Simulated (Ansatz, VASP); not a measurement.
# TiC: VASP beside Ansatz

```
Ti C
1.0
     3.06377    0.00000    0.00000
     0.00000    3.06377    0.00000
     0.00000    0.00000   19.33282
Ti C
3 3
Cartesian
  1.5319 1.5319 7.5000
  0.0000 0.0000 9.6664
  1.5319 1.5319 11.8328
  0.0000 0.0000 7.5000
  1.5319 1.5319 9.6664
  0.0000 0.0000 11.8328
```

Alike in both runs: task single point; functional PBE; k mesh 11 × 11 × 1; occupations gaussian, width 0.1 eV; no spin polarisation.

|  | VASP | Ansatz |
| --- | --- | --- |
| version | VASP 6.6.1 | Ansatz 0.2.0 |
| potentials or method | VASP PAW PBE potentials, release 64 (Ti_sv, C), cutoff 520 eV | scalar-relativistic, plane waves, PAW |
| valence electrons in the cell | 48 | 48 |

```csv
,VASP,Ansatz,Ansatz less VASP
gap on the k mesh at the Fermi level (eV),none,none,-
rms of the force components (eV/Å),0.534,0.534,+0.0006
"work function, face that differs most (eV)",3.97,3.97,-0.005
```

A gap of «none» marks a metal or a gap that the smearing closes. With one functional, cell and mesh, what is left measures potentials, basis and numerics. Ansatz's warnings: xc potential rough in thin density.
